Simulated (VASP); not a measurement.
# TaH4 (R-3m) in VASP: further runs

Runs on TaH4. Level: PBE. Tasks: single point, relaxation of cell and atoms.

Everything below comes from runs of VASP 6.6.1. Logs are shortened: lines on timing, memory, paths and dates and some standing lists are left out, and cuts for length are marked.

**1. The cell of the first run**

It takes space group R-3m (No. 166, trigonal). Conventional cell: a = 2.749 Å, b = 2.749 Å, c = 20.957 Å, α = 90.00°, β = 90.00°, γ = 120.00°. Within 2.8 Å of Ta (site symmetry -3m) lie 6 H at 2.01 Å and 6 Ta at 2.75 Å. Within 2.1 Å of H (site symmetry 3m) lie 3 H at 1.59 Å. H (site symmetry 3m) has 3 Ta at 2.01 Å and 12 H at 2.75 to 2.77 Å within 2.8 Å.

**2. Single point, PBE**

The input, INCAR:

```
  PREC = Accurate
  ENCUT = 500
  EDIFF = 1E-6
  ISMEAR = 0
  SIGMA = 0.15
  LREAL = False
  LASPH = True
  NELM = 120
  ALGO = Normal
  ISIF = 2
  LWAVE = False
  LCHARG = False
  GGA = PE
  NBANDS = 16
  GGA_COMPAT = False
```

The input, KPOINTS:

```
regular mesh
0
Gamma
  6 6 6
```

The input, POSCAR:

```
TaH4
1.0
    1.3743823217      0.7935000034      6.9855622510
   -1.3743823217      0.7935000034      6.9855622510
    0.0000000000     -1.5870000068      6.9855622510
Ta H
1 4
Direct
    0.5000000000      0.5000000000      0.5000000000
    0.3336715267      0.3336715267      0.3336715267
    0.6663284733      0.6663284733      0.6663284733
    0.1079346297      0.1079346297      0.1079346297
    0.8920653703      0.8920653703      0.8920653703
```

Potentials or basis: VASP PAW PBE potentials, release 64 (Ta_pv, H).

Launch:

```
$ cat potpaw_PBE.64/Ta_pv/POTCAR potpaw_PBE.64/H/POTCAR > POTCAR
$ mpirun -np 1 vasp_std > vasp.out
```

OUTCAR:

```text
PREC = Accurate
   ENCUT = 500
   EDIFF = 1E-6
   ISMEAR = 0
   LREAL = False
   LASPH = True
   NELM = 120
   ISIF = 2
   GGA = PE

 ion  position               nearest neighbor table
   1  0.500  0.500  0.500-   4 2.01   5 2.01   4 2.01   4 2.01   5 2.01   5 2.01
   2  0.334  0.334  0.334-
   3  0.666  0.666  0.666-
   4  0.108  0.108  0.108-   1 2.01   1 2.01   1 2.01
   5  0.892  0.892  0.892-   1 2.01   1 2.01   1 2.01

  LATTYP: Found a trigonal (rhomboedric) cell.
 ALAT       =     7.1635639862
 COS(alpha) =     0.9263815232

  Lattice vectors:

 A1 = (   1.3743823217,   0.7935000034,   6.9855622510)
 A2 = (  -1.3743823217,   0.7935000034,   6.9855622510)
 A3 = (   0.0000000000,  -1.5870000068,   6.9855622510)

Analysis of symmetry for initial positions (statically):
=====================================================================
 Subroutine PRICEL returns:
 Original cell was already a primitive cell.

 Routine SETGRP: Setting up the symmetry group for a
 trigonal (rhombohedral) supercell.

 Subroutine GETGRP returns: Found 12 space group operations
 (whereof 12 operations were pure point group operations)
 out of a pool of 12 trial point group operations.

The static configuration has the point symmetry D_3d.

Analysis of symmetry for dynamics (positions and initial velocities):
=====================================================================
 Subroutine PRICEL returns:
 Original cell was already a primitive cell.

 Routine SETGRP: Setting up the symmetry group for a
 trigonal (rhombohedral) supercell.

 Subroutine GETGRP returns: Found 12 space group operations
 (whereof 12 operations were pure point group operations)
 out of a pool of 12 trial point group operations.

The dynamic configuration has the point symmetry D_3d.

 Subroutine INISYM returns: Found 12 space group operations
 (whereof 12 operations are pure point group operations),
 and found     1 'primitive' translations

----------------------------------------------------------------------------------------

                                     Primitive cell

  volume of cell :      45.7096

  direct lattice vectors                    reciprocal lattice vectors
     1.374382322  0.793500003  6.985562251     0.363799790  0.210039907  0.047717467
    -1.374382322  0.793500003  6.985562251    -0.363799790  0.210039907  0.047717467
     0.000000000 -1.587000007  6.985562251     0.000000000 -0.420079813  0.047717467

  length of vectors
     7.163563986  7.163563986  7.163563986     0.422781275  0.422781275  0.422781275

  position of ions in fractional coordinates (direct lattice)
     0.500000000  0.500000000  0.500000000
     0.333671527  0.333671527  0.333671527
     0.666328473  0.666328473  0.666328473
     0.107934630  0.107934630  0.107934630
     0.892065370  0.892065370  0.892065370

  ion indices of the primitive-cell ions
   primitive index   ion index
                 1           1
                 2           2
                 3           3
                 4           4
                 5           5

----------------------------------------------------------------------------------------

 KPOINTS: regular mesh

Automatic generation of k-mesh.
 Grid dimensions read from file:
 generate k-points for:    6    6    6

 Generating k-lattice:

  Cartesian coordinates                     Fractional coordinates (reciprocal lattice)
     0.060633298  0.035006651  0.007952911     0.166666667 -0.000000000 -0.000000000
    -0.060633298  0.035006651  0.007952911    -0.000000000  0.166666667 -0.000000000
     0.000000000 -0.070013302  0.007952911    -0.000000000 -0.000000000  0.166666667

  Length of vectors
     0.070463546  0.070463546  0.070463546

  Shift w.r.t. Gamma in fractional coordinates (k-lattice)
     0.000000000  0.000000000  0.000000000

 Subroutine IBZKPT returns following result:
 ===========================================

 Found     32 irreducible k-points:

 Following reciprocal coordinates:
            Coordinates               Weight
  0.000000  0.000000  0.000000      1.000000
  0.166667  0.000000  0.000000      6.000000
  0.333333  0.000000 -0.000000      6.000000
  0.500000  0.000000  0.000000      3.000000
  0.166667  0.166667  0.000000      6.000000
  0.333333  0.166667  0.000000     12.000000
[... 16 lines left out ...]
  0.500000  0.500000  0.166667      6.000000
 -0.333333  0.500000  0.166667     12.000000
 [... further k-points ...]
   k-points           NKPTS =     32   k-points in BZ     NKDIM =     32   number of bands    NBANDS=     16
   number of dos      NEDOS =    301   number of ions     NIONS =      5
   total plane-waves  NPLWV = 157464
   dimension x,y,z NGX =    54 NGY =   54 NGZ =   54
   dimension x,y,z NGXF=   108 NGYF=  108 NGZF=  108
   ions per type =               1   4
   NGX,Y,Z   is equivalent  to a cutoff of  12.53, 12.53, 12.53 a.u.
   NGXF,Y,Z  is equivalent  to a cutoff of  25.06, 25.06, 25.06 a.u.
 SYSTEM =  unknown system
   PREC   = accura    normal or accurate (medium, high low for compatibility)
   ISTART =      0    job   : 0-new  1-cont  2-samecut
   ICHARG =      2    charge: 1-file 2-atom 10-const
   ISPIN  =      1    spin polarized calculation?
   LNONCOLLINEAR =      F non collinear calculations
   LSORBIT =      F    spin-orbit coupling
   LASPH  =      T    aspherical Exc in radial PAW
   ENCUT  =  500.0 eV  36.75 Ry    6.06 a.u.  13.06 13.06 13.06*2*pi/ulx,y,z
   NELM   =    120;   NELMIN=  2; NELMDL= -5     # of ELM steps
   EDIFF  = 0.1E-05   stopping-criterion for ELM
   LREAL  =      F    real-space projection
   EDIFFG = 0.1E-04   stopping-criterion for IOM
   NSW    =      0    number of steps for IOM
   IBRION =     -1    ionic relax: 0-MD 1-quasi-New 2-CG
   NFREE  =      0    steps in history (QN), initial steepest desc. (CG)
   ISIF   =      2    stress and relaxation
   ISYM   =      2    0-nonsym 1-usesym 2-fastsym
   POTIM  = 0.5000    time-step for ionic-motion
   TEBEG  =    0.0;   TEEND  =   0.0 temperature during run
   PSTRESS=    0.0 pullay stress
   NELECT =      15.0000    total number of electrons
   NUPDOWN=      -1.0000    fix difference up-down
   EMIN   =  10.00;   EMAX   =-10.00  energy-range for DOS
   EFERMI =   0.00;   METHOD = LEGACY
   ISMEAR =     0;   SIGMA  =   0.15  broadening in eV -4-tet -1-fermi 0-gaus
   EFERMI_NEDOS =   21; number of points for ismear=-14 and -15
   IALGO  =     38    algorithm
   IMIX   =      4    mixing-type and parameters
     AMIX     =   0.40;   BMIX     =  1.00
     AMIX_MAG =   1.60;   BMIX_MAG =  1.00
  volume/ion in A,a.u.               =       9.14        61.69
  Fermi-wavevector in a.u.,A,eV,Ry     =   1.129197  2.133872 17.348583  1.275085
  Thomas-Fermi vector in A             =   2.265889
   LORBIT       =      0    0 simple, 1 ext, 2 COOP (PROOUT), +10 PAW based schemes
   GGA     = PE    functional components
   LHFCALC =     F    Hartree Fock is set to
   AEXX    =    0.0000 exact exchange contribution
   IVDW    =     0    specifies the selected vdW correction
   LEPSILON=     F    determine dielectric tensor
   LRPA    =     F    only Hartree local field effects (RPA)
 non-spin polarized calculation
 Gauss-broadening in eV      SIGMA  =   0.15
  energy-cutoff  :      500.00
  volume of cell :       45.71
 maximum number of plane-waves:      1180
 NGX is ok and might be reduce to    54
   NGX = 27   NGY = 27   NGZ = 27

 number of electron      15.0000002 magnetization

 Free energy of the ion-electron system (eV)
  ---------------------------------------------------
  ext. energy  EPLUGINS =         0.00000000
  ---------------------------------------------------
  free energy    TOTEN  =       -22.63510314 eV

  energy without entropy =      -22.62611833  energy(sigma->0) =      -22.63061073

 E-fermi :   1.6194     XC(G=0):  -9.4718

 val. band max:        1.6151303678   @ k =   0.0000   0.0000   0.0000
 cond. band min:       1.6277861980   @ k =  -0.3333  -0.3333   0.1667
 fundamental gap:      0.0126558302
 Fermi energy:         1.6193582456

 k-point     1 :       0.0000    0.0000    0.0000
  band No.  band energies     occupation
      1     -33.6608      2.00000
      2     -32.3710      2.00000
      3     -32.3710      2.00000
      4      -8.3002      2.00000
      5      -5.4133      2.00000
      6      -3.8736      2.00000
[... 8 lines left out ...]
     15      13.1780      0.00000
     16      14.7542      0.00000

 k-point     2 :       0.1667    0.0000    0.0000
  band No.  band energies     occupation
      1     -33.5891      2.00000
      2     -32.8243      2.00000
      3     -32.4700      2.00000
      4      -7.2686      2.00000
      5      -4.7622      2.00000
      6      -4.0631      2.00000
[... 8 lines left out ...]
     15      13.4731      0.00000
     16      14.6633      0.00000

 k-point     3 :       0.3333    0.0000   -0.0000
  band No.  band energies     occupation
      1     -33.6587      2.00000
      2     -33.4424      2.00000
      3     -32.6625      2.00000
      4      -5.6524      2.00000
      5      -4.3295      2.00000
      6      -2.6277      2.00000
[... 8 lines left out ...]
     15      12.6378      0.00000
     16      13.7068      0.00000

 k-point     4 :       0.5000    0.0000    0.0000
  band No.  band energies     occupation
      1     -34.0454      2.00000
      2     -33.3679      2.00000
      3     -32.7563      2.00000
      4      -5.8303      2.00000
      5      -2.6905      2.00000
      6      -1.9747      2.00000
[... 8 lines left out ...]
     15      12.2520      0.00000
     16      13.9277      0.00000

 k-point     5 :       0.1667    0.1667    0.0000
  band No.  band energies     occupation
      1     -33.5891      2.00000
      2     -32.8243      2.00000
      3     -32.4700      2.00000
      4      -7.2601      2.00000
      5      -4.8161      2.00000
      6      -4.0175      2.00000
[... 8 lines left out ...]
     15      13.5634      0.00000
     16      14.9273      0.00000

 k-point     6 :       0.3333    0.1667    0.0000
  band No.  band energies     occupation
      1     -33.4798      2.00000
      2     -33.3767      2.00000
      3     -32.7060      2.00000
      4      -5.5931      2.00000
      5      -4.6526      2.00000
      6      -3.2692      2.00000
[... 8 lines left out ...]
     15      12.9981      0.00000
     16      13.6538      0.00000
[... 267 lines left out ...]
 k-point    21 :      -0.3333    0.3333    0.1667
  band No.  band energies     occupation
      1     -33.8426      2.00000
      2     -33.3684      2.00000
      3     -32.9939      2.00000
      4      -5.0943      2.00000
      5      -3.1967      2.00000
      6      -1.4490      2.00000
[... 8 lines left out ...]
     15      11.5795      0.00000
     16      12.2414      0.00000

 k-point    22 :      -0.1667    0.3333    0.1667
  band No.  band energies     occupation
      1     -33.8426      2.00000
      2     -33.3684      2.00000
      3     -32.9939      2.00000
      4      -5.0968      2.00000
      5      -3.1781      2.00000
      6      -1.4380      2.00000
[... 8 lines left out ...]
     15      11.9773      0.00000
     16      12.3445      0.00000

 k-point    23 :       0.5000    0.5000    0.1667
  band No.  band energies     occupation
      1     -33.6587      2.00000
      2     -33.4424      2.00000
      3     -32.6625      2.00000
      4      -5.6923      2.00000
      5      -4.1130      2.00000
      6      -2.8770      2.00000
[... 8 lines left out ...]
     15      11.4753      0.00000
     16      15.1986      0.00000

 k-point    24 :      -0.3333    0.5000    0.1667
  band No.  band energies     occupation
      1     -33.8426      2.00000
      2     -33.3684      2.00000
      3     -32.9939      2.00000
      4      -5.1073      2.00000
      5      -3.1316      2.00000
      6      -1.5255      2.00000
[... 8 lines left out ...]
     15      11.7358      0.00000
     16      12.2833      0.00000

 [... further k-points ...]
[... 5 lines left out ...]
  --------------------------------------------------------------------------------------
  -------------------------------------------------------------------------------------
  Total        0.0574486      0.0574486     -0.0606464      0.0000000      0.0000000      0.0000000
  in kB        2.0136435      2.0136435     -2.1257305      0.0000000      0.0000000      0.0000000
  external PRESSURE =       0.6338522 kB  Pullay stress =       0.0000000 kB

 VOLUME and BASIS-vectors are now :
 -----------------------------------------------------------------------------
  energy-cutoff  :      500.00
  volume of cell :       45.71
      direct lattice vectors                 reciprocal lattice vectors
     1.374382322  0.793500003  6.985562251     0.363799790  0.210039907  0.047717467
    -1.374382322  0.793500003  6.985562251    -0.363799790  0.210039907  0.047717467
     0.000000000 -1.587000007  6.985562251     0.000000000 -0.420079813  0.047717467

 POSITION                                       TOTAL-FORCE (eV/Angst)
 -----------------------------------------------------------------------------------
      0.00000      0.00000     10.47834         0.000000     -0.000000      0.000000
      0.00000      0.00000      6.99265         0.000000     -0.000000      0.015968
      0.00000      0.00000     13.96404         0.000000      0.000000     -0.015968
      0.00000      0.00000      2.26195         0.000000     -0.000000     -0.010412
      0.00000      0.00000     18.69473         0.000000      0.000000      0.010412
 -----------------------------------------------------------------------------------
    total drift:                                0.000000     -0.000000     -0.000000

  FREE ENERGIE OF THE ION-ELECTRON SYSTEM (eV)
  ---------------------------------------------------
  free  energy   TOTEN  =       -22.6351031359 eV

  energy  without entropy=      -22.6261183260  energy(sigma->0) =      -22.63061073
```

Wall time 3.6 min (1 thread of Intel Xeon 8259CL, shared host); peak memory 0.39 GiB.

What came out:

```
Free energy            : -22.6351 eV
Pressure               : 0.1 GPa
Largest force          : 0.016 eV/Å
Band gap on the k mesh : zero (an odd number of electrons rules out a gap without spin polarisation)
```

Forces in eV/Å, atoms in the order of the input:
```
Ta   0.000  0.000  0.000
H    0.000  0.000  0.016
H    0.000  0.000 -0.016
H    0.000  0.000 -0.010
H    0.000  0.000  0.010
```

Stress tensor (GPa, compression positive):
```
 0.20  0.00  0.00
 0.00  0.20  0.00
 0.00  0.00 -0.21
```

Levels at points of the mesh, in eV from the Fermi level:
```
           k point  band 5  band 6  band 7  band 8  band 9  band 10  band 11  band 12
(0.00, 0.00, 0.00)   -7.03   -5.49   -2.73    0.00    0.00     3.86     3.86     5.77
(0.50, 0.00, 0.00)   -4.31   -3.59   -2.71    0.52    0.79     2.16     4.00     7.11
(0.50, 0.50, 0.00)   -4.28   -3.50   -2.71   -0.11    0.99     2.17     4.62     7.11
(0.50, 0.50, 0.50)   -7.65   -4.51   -3.26    0.00    0.00     3.86     3.86     5.90
```

Caveat: the k points lie up to 0.44 Å⁻¹ apart, too coarse for converged energies and pressures of a metal; spin-orbit coupling is left out, which moves the levels of the heavy elements.

**3. Relaxation of cell and atoms, PBE**

This run uses another cell than the first one, of 10.17 Å³/atom.

The input, INCAR:

```
ALGO = Normal
EDIFF = 1E-7
EDIFFG = -0.08
ENCUT = 500
GGA = PE
GGA_COMPAT = F
IBRION = 2
ISIF = 3
ISMEAR = 0
LASPH = T
LCHARG = F
LREAL = F
LWAVE = F
NELM = 120
NELMIN = 4
NSW = 36
PREC = Accurate
SIGMA = 0.15
```

The input, KPOINTS:

```
k-points
0
Gamma
  4 4 4
```

The input, POSCAR:

```
TaH4
1.0
    1.8769462700      1.0836554300      4.1684059900
   -1.8769462700      1.0836554300      4.1684059900
    0.0000000000     -2.1673108700      4.1684059900
Ta H
1 4
Direct
    0.0000000000      0.0000000000      0.0000000000
    0.1587521800      0.1587521800      0.1587521800
    0.8412478200      0.8412478200      0.8412478200
    0.6477109800      0.6477109800      0.6477109800
    0.3522890200      0.3522890200      0.3522890200
```

Potentials or basis: VASP PAW PBE potentials, release 64 (Ta_pv, H).

Launch:

```
$ cat potpaw_PBE.64/Ta_pv/POTCAR potpaw_PBE.64/H/POTCAR > POTCAR
$ mpirun -np 1 vasp_std > vasp.out
```

Run time: 5.1 min. Hardware: 1 thread of Intel Xeon 8259CL, shared host; peak memory 0.22 GiB.

The run converged. Its results:

```
Free energy                           : -23.8637 eV
Relaxed volume                        : 6.25 Å³/atom
Relaxed cell                          : a = 4.032 Å, b = 4.032 Å, c = 4.032 Å, α = 46.27°, β = 46.27°, γ = 46.27°
Space group after relaxing (to 0.1 Å) : R-3m (No. 166)
Energy gained by relaxing             : 398.0 meV/atom
Ionic steps                           : 16
Pressure after relaxing               : -0.5 GPa
Largest force after relaxing          : 0.070 eV/Å
Band gap on the k mesh                : zero (an odd number of electrons rules out a gap without spin polarisation)
```

Forces in eV/Å, atoms in the order of the input:
```
Ta   0.000  0.000  0.000
H    0.000  0.000 -0.070
H    0.000  0.000  0.070
H    0.000  0.000  0.021
H    0.000  0.000 -0.021
```

Stress tensor (GPa, compression positive):
```
-0.61  0.00  0.00
 0.00 -0.61  0.00
 0.00  0.00 -0.42
```

Step by step:
```
step  energy change (eV)  largest force (eV/Å)  pressure (GPa)  volume (Å³)
   1              0.0000                0.5128          -22.04        50.87
   2             -1.1380                0.4534          -11.92        41.24
   3             -1.3250                1.0032           -2.28        37.42
   4             -1.3298                1.1173            0.08        36.73
   5             -1.4579                0.6900            1.21        35.63
   6             -1.4699                0.7531            2.19        35.16
   7             -1.5884                0.7026           -0.91        35.20
   8             -1.7793                0.3678           -9.31        35.31
   9             -1.8677                0.3221           -6.86        34.07
  10             -1.9562                0.1211            0.96        31.25
  11             -1.9565                0.1370            0.50        31.38
  12             -1.9728                0.1100            0.74        31.18
  13             -1.9842                0.1051            1.36        30.81
  14             -1.9873                0.1105           -0.06        31.09
  15             -1.9877                0.1126           -0.91        31.26
  16             -1.9901                0.0703           -0.55        31.24
```

Final structure:
```cif
data_structure
_symmetry_space_group_name_H-M 'P 1'
_symmetry_Int_Tables_number 1
_cell_length_a 4.0322
_cell_length_b 4.0322
_cell_length_c 4.0322
_cell_angle_alpha 46.270
_cell_angle_beta 46.270
_cell_angle_gamma 46.270
_cell_volume 31.24
loop_
_atom_site_label
_atom_site_type_symbol
_atom_site_fract_x
_atom_site_fract_y
_atom_site_fract_z
_atom_site_occupancy
Ta1 Ta 0.00000 0.00000 0.00000 1
H1 H 0.18118 0.18118 0.18118 1
H2 H 0.81882 0.81882 0.81882 1
H3 H 0.60132 0.60132 0.60132 1
H4 H 0.39868 0.39868 0.39868 1
```

Levels at points of the mesh, in eV from the Fermi level:
| k point | band 6 | band 7 | band 8 | band 9 | band 10 | band 11 |
| --- | --- | --- | --- | --- | --- | --- |
| (0.00, 0.00, 0.00) | -2.36 | -1.16 | -1.16 | 1.28 | 1.28 | 2.13 |
| (0.50, 0.00, 0.00) | -6.82 | -1.16 | -0.17 | -0.15 | 3.14 | 4.78 |
| (0.50, 0.50, 0.00) | -5.76 | -3.59 | -0.38 | 1.17 | 3.19 | 4.91 |
| (0.50, 0.50, 0.50) | -1.31 | -1.31 | -0.46 | -0.36 | 1.86 | 1.86 |

Caveat: the k points lie up to 0.59 Å⁻¹ apart in the final cell, too coarse for converged energies and pressures of a metal; the volume moved by over 15 % at a fixed basis, so the end points are rough; spin-orbit coupling is left out, which moves the levels of the heavy elements; the relaxation stopped at a loose force limit of 0.08 eV/Å, so its end isn't a converged minimum.
